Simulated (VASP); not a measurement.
Set up this calculation in VASP 6.6.1, as the native input.

| Quantity | Value |
| --- | --- |
| Task | relaxation of cell and atoms |
| Functional | PBE |
| Dispersion | D3(BJ) |
| Potentials or basis | VASP PAW PBE potentials, release 64 (Sr_sv, O) |
| Cutoff | 600 eV |
| k mesh | 9 × 9 × 9 |
| Occupations | fermi-dirac, width 0.05 eV |
| Spin | no spin polarisation |
| Dipole correction | no |
| Further INCAR settings | ALGO = Normal; EDIFF = 1e-06; IBRION = 2; EDIFFG = -0.01; NSW = 60; ISIF = 3 |

The structure of SrO lies in POSCAR:

```
SrO
1.0
    0.0000000000      2.5663000000      2.5663000000
    2.5663000000      0.0000000000      2.5663000000
    2.5663000000      2.5663000000      0.0000000000
Sr O
1 1
Direct
    0.5000000000      0.5000000000      0.5000000000
    0.0000000000      0.0000000000      0.0000000000
```

These files were run (other wordings do the same):

INCAR

```
SYSTEM = SrO
PREC = Accurate
ENCUT = 600
EDIFF = 1E-6
ISMEAR = -1
SIGMA = 0.05
LREAL = .FALSE.
LASPH = .TRUE.
NELM = 80
ALGO = Normal
ISIF = 3
LWAVE = .FALSE.
LCHARG = .FALSE.
GGA = PE
IVDW = 12
IBRION = 2
NSW = 60
EDIFFG = -0.01
```

KPOINTS

```
regular mesh
0
G
  9 9 9
  0 0 0
```

Potentials or basis: VASP PAW PBE potentials, release 64 (Sr_sv, O).

Command:

```sh
$ cat potpaw_PBE.64/Sr_sv/POTCAR potpaw_PBE.64/O/POTCAR > POTCAR
$ mpirun -np 1 vasp_std > vasp.out
```

Results of the run:

```yaml
Relaxed_volume: 17.16 Å³/atom
Relaxed_cell: a = 3.648 Å, b = 3.648 Å, c = 3.648 Å, α = 60.00°, β = 60.00°, γ = 60.00°
Space_group_after_relaxing_to_0.05_Å: Fm-3m (No. 225)
Energy_gained_by_relaxing: 1.1 meV/atom
Ionic_steps: 3
Pressure_after_relaxing: 0.0 GPa
Band_gap_on_the_k_mesh: 3.33 eV, indirect (least direct gap 3.43 eV)
Dispersion_energy_per_atom: -0.243 eV
```

Run time: 25 s on 1 thread of AMD EPYC 9R45 96-Core Processor (Zen 5), with other jobs on the host, peak memory 0.16 GiB.
